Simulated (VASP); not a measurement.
Au: single point with LDA

The system is Au.

```
CELL_PARAMETERS angstrom
0.00000 2.02296 2.02296
2.02296 0.00000 2.02296
2.02296 2.02296 0.00000
ATOMIC_POSITIONS crystal
Au 0.00000 0.00000 0.00000
```

```
Program             : VASP 6.6.1
Task                : single point
Functional          : LDA
Potentials or basis : VASP PAW LDA potentials, release 64 (Au)
Cutoff              : 520 eV
k mesh              : 13 × 13 × 13
Occupations         : methfessel-paxton, width 0.6 eV
Spin                : no spin polarisation
```

The pressure is 0.6 GPa.

Levels at points of the mesh, in eV from the Fermi level:
```
           k point  band 4  band 5  band 6  band 7  band 8  band 9
(0.00, 0.00, 0.00)   -4.91   -3.29   -3.29   14.40   18.52   18.52
```

It took 15 s on 1 thread of Intel Xeon 8259CL, with other jobs on the host, peak memory 0.14 GiB.

Caveat: spin-orbit coupling is left out, which moves the levels of the heavy elements.
